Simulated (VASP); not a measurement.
Here is a VASP 6.6.1 calculation.

File INCAR:

```
ALGO = Normal ; EDIFF = 1E-6
ENCUT = 520 ; ISIF = 2
ISMEAR = -1 ; LASPH = T
LCHARG = F ; LREAL = F
LWAVE = F ; NBANDS = 18
NELM = 80 ; PREC = Accurate
SIGMA = 0.15
```

Contents of KPOINTS:

```
k-points
0
Gamma
  14 14 14
```

Contents of POSCAR:

```
PIr2
1.0
    0.0000000000      2.7532287305      2.7532287305
    2.7532287305      0.0000000000      2.7532287305
    2.7532287305      2.7532287305      0.0000000000
P Ir
1 2
Direct
    0.0000000000      0.0000000000      0.0000000000
    0.2500000000      0.2500000000      0.2500000000
    0.7500000000      0.7500000000      0.7500000000
```

Potentials or basis: VASP PAW LDA potentials, release 64 (P, Ir).

Command:

```sh
$ cat potpaw_LDA.64/P/POTCAR potpaw_LDA.64/Ir/POTCAR > POTCAR
$ mpirun -np 1 vasp_std > vasp.out
```

(1) Estimate the pressure.

(2) Estimate the band gap on the k mesh.

Results:

(1) 2.0 GPa.

(2) zero (an odd number of electrons rules out a gap without spin polarisation).

Caveat: spin-orbit coupling is left out, which moves the levels of the heavy elements.
